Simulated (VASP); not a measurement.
# LiSi2 (Cmcm) in VASP: notebook, part 2 of 2

VASP 6.6.1. The steps go on from the part before.

**3. Single point, PBE (volume scaled by 1.10, then relaxed in part)**

INCAR

```
PREC = Accurate
ENCUT = 520
EDIFF = 1E-6
ISMEAR = 0
SIGMA = 0.1
LREAL = False
LASPH = True
NELM = 80
ALGO = Normal
ISIF = 2
LWAVE = False
LCHARG = False
GGA = PE
NBANDS = 20
```

KPOINTS

```
regular mesh
0
Gamma
  12 12 6
```

POSCAR

```
LiSi2
1.0
    1.9063694177     -4.3070953064      0.0000000000
    1.9063694177      4.3070953064      0.0000000000
    0.0000000000      0.0000000000      6.1460823441
Li Si
2 4
Direct
    0.9587139290      0.0412860710      0.2500000000
    0.0412860710      0.9587139290      0.7500000000
    0.6697334555      0.3302665445      0.0494107312
    0.3302665445      0.6697334555      0.5494107312
    0.6697334555      0.3302665445      0.4505892688
    0.3302665445      0.6697334555      0.9505892688
```

Potentials or basis: VASP PAW PBE potentials, release 64 (Li_sv, Si).

On the command line:

```bash
> cat potpaw_PBE.64/Li_sv/POTCAR potpaw_PBE.64/Si/POTCAR > POTCAR
> mpirun -np 1 vasp_std > vasp.out
```

OUTCAR:

```text
PREC = Accurate
   ENCUT = 520
   EDIFF = 1E-6
   ISMEAR = 0
   LREAL = False
   LASPH = True
   NELM = 80
   ISIF = 2
   GGA = PE

 ion  position               nearest neighbor table
   1  0.959  0.041  0.250-   3 2.78   5 2.78   4 2.87   6 2.87   4 2.87   6 2.87
   2  0.041  0.959  0.750-   4 2.78   6 2.78   3 2.87   5 2.87   3 2.87   5 2.87
   3  0.670  0.330  0.049-   6 2.43   6 2.43   5 2.47   1 2.78   2 2.87   2 2.87   6 2.99
   4  0.330  0.670  0.549-   5 2.43   5 2.43   6 2.47   2 2.78   1 2.87   1 2.87   5 2.99
   5  0.670  0.330  0.451-   4 2.43   4 2.43   3 2.47   1 2.78   2 2.87   2 2.87   4 2.99
   6  0.330  0.670  0.951-   3 2.43   3 2.43   4 2.47   2 2.78   1 2.87   1 2.87   3 2.99

  LATTYP: Found a base centered orthorhombic cell.
 ALAT       =     3.8127388354
 B/A-ratio  =     2.2593182971
 C/A-ratio  =     1.6119861888

  Lattice vectors:

 A1 = (   1.9063694177,  -4.3070953064,   0.0000000000)
 A2 = (   1.9063694177,   4.3070953064,   0.0000000000)
 A3 = (   0.0000000000,   0.0000000000,   6.1460823441)

Analysis of symmetry for initial positions (statically):
=====================================================================
 Subroutine PRICEL returns:
[... 187 lines left out ...]

 k-point     1 :       0.0000    0.0000    0.0000
  band No.  band energies     occupation
      1     -40.8106      2.00000
      2     -40.8061      2.00000
      3      -5.8055      2.00000
      4      -3.3170      2.00000
      5      -1.1600      2.00000
      6       2.5993      2.00000
[... 541 lines left out ...]
     19      11.3576      0.00000
     20      12.2013      0.00000

 [... further k-points ...]

------------------------ aborting loop because EDIFF is reached ----------------------------------------

  FORCE on cell =-STRESS in cart. coord.  units (eV):
  Direction    XX          YY          ZZ          XY          YZ          ZX
  --------------------------------------------------------------------------------------
  -------------------------------------------------------------------------------------
  Total       -1.8907826     -1.9074460     -1.9168711      0.0000000      0.0000000      0.0000000
  in kB      -30.0145795    -30.2790969    -30.4287120      0.0000000      0.0000000      0.0000000
  external PRESSURE =     -30.2407961 kB  Pullay stress =       0.0000000 kB

 VOLUME and BASIS-vectors are now :
 -----------------------------------------------------------------------------
  energy-cutoff  :      520.00
  volume of cell :      100.93
      direct lattice vectors                 reciprocal lattice vectors
     1.906369418 -4.307095306  0.000000000     0.262278651 -0.116087517  0.000000000
     1.906369418  4.307095306  0.000000000     0.262278651  0.116087517  0.000000000
     0.000000000  0.000000000  6.146082344     0.000000000  0.000000000  0.162705272

 POSITION                                       TOTAL-FORCE (eV/Angst)
 -----------------------------------------------------------------------------------
      1.90637     -3.95145      1.53652         0.000000      0.000647      0.000000
      1.90637      3.95145      4.60956         0.000000     -0.000647      0.000000
      1.90637     -1.46212      0.30368         0.000000     -0.008276      0.001733
      1.90637      1.46212      3.37672         0.000000      0.008276      0.001733
      1.90637     -1.46212      2.76936         0.000000     -0.008276     -0.001733
      1.90637      1.46212      5.84240         0.000000      0.008276     -0.001733
 -----------------------------------------------------------------------------------
    total drift:                                0.000000      0.000000     -0.000000

  FREE ENERGIE OF THE ION-ELECTRON SYSTEM (eV)
  ---------------------------------------------------
  free  energy   TOTEN  =       -25.7145056908 eV

  energy  without entropy=      -25.7074986645  energy(sigma->0) =      -25.71100218
```

OSZICAR:

```text
N       E                     dE             d eps       ncg     rms          rms(c)
DAV:   1     0.671520477781E+02    0.67152E+02   -0.89863E+03  6880   0.101E+03
DAV:   2    -0.162507991704E+02   -0.83403E+02   -0.80102E+02  8384   0.197E+02
DAV:   3    -0.254456657216E+02   -0.91949E+01   -0.91204E+01 11944   0.407E+01
DAV:   4    -0.258582316089E+02   -0.41257E+00   -0.41012E+00  9636   0.103E+01
DAV:   5    -0.258780040179E+02   -0.19772E-01   -0.19770E-01 10104   0.200E+00    0.564E+00
DAV:   6    -0.257594418661E+02    0.11856E+00   -0.82917E-02  8808   0.130E+00    0.330E+00
DAV:   7    -0.257149502340E+02    0.44492E-01   -0.11185E-01  9172   0.151E+00    0.263E-01
DAV:   8    -0.257143674852E+02    0.58275E-03   -0.30487E-02  8596   0.845E-01    0.215E-01
DAV:   9    -0.257144650000E+02   -0.97515E-04   -0.15112E-03  8844   0.209E-01    0.165E-01
DAV:  10    -0.257145194527E+02   -0.54453E-04   -0.21969E-04  8836   0.819E-02    0.326E-02
DAV:  11    -0.257145047412E+02    0.14711E-04   -0.76584E-05  8272   0.409E-02    0.117E-02
DAV:  12    -0.257145058827E+02   -0.11415E-05   -0.72937E-06  8524   0.144E-02    0.164E-02
DAV:  13    -0.257145056908E+02    0.19189E-06   -0.10293E-06  5408   0.623E-03
   1 F= -.25714506E+02 E0= -.25711002E+02  d E =-.700703E-02
```

stdout:

```text
POSCAR found type information on POSCAR LiSi
 POSCAR found :  2 types and       6 ions
 scaLAPACK will be used
 LDA part: xc-table for (Slater+PW92), standard interpolation
 POSCAR, INCAR and KPOINTS ok, starting setup
 FFT: planning ... GRIDC
 FFT: planning ... GRID_SOFT
 FFT: planning ... GRID
 WAVECAR not read
 entering main loop
```

Wall time 2.4 min (1 thread of Intel Xeon 6975P-C (Granite Rapids), shared host); peak memory 0.39 GiB.

What came out:

```yaml
Free_energy: -25.7145 eV
Largest_force: 0.008 eV/Å
Band_gap_on_the_k_mesh: zero (band 11 reaches 7.64 eV, above the bottom of band 12 at 4.30 eV)
```

Forces in eV/Å, atoms in the order of the input:
```
Li   0.000  0.001  0.000
Li   0.000 -0.001  0.000
Si   0.000 -0.008  0.002
Si   0.000  0.008  0.002
Si   0.000 -0.008 -0.002
Si   0.000  0.008 -0.002
```

Levels at points of the mesh, in eV from the Fermi level:
```tsv
k point	band 8	band 9	band 10	band 11	band 12	band 13	band 14	band 15
(0.00, 0.00, 0.00)	-2.02	-1.08	-1.06	-0.64	-0.23	0.37	1.14	2.82
(0.50, 0.00, 0.00)	-4.42	-3.12	-2.00	-1.82	-0.48	0.78	2.36	4.24
(0.50, 0.50, 0.00)	-2.91	-2.71	-0.71	0.42	2.33	2.84	3.24	3.84
(0.00, 0.00, 0.50)	-2.44	-1.67	-1.67	-1.33	-1.33	1.56	1.56	2.17
(0.50, 0.00, 0.50)	-3.59	-2.35	-2.35	-0.64	-0.64	1.13	1.13	3.30
(0.50, 0.50, 0.50)	-2.54	-1.97	-1.97	1.09	1.09	1.35	1.35	4.77
```

Caveat: the cutoff is under 1.25 times the usual one of these potentials, so pressure, stress and relaxed cells hold a basis-set (Pulay) error.
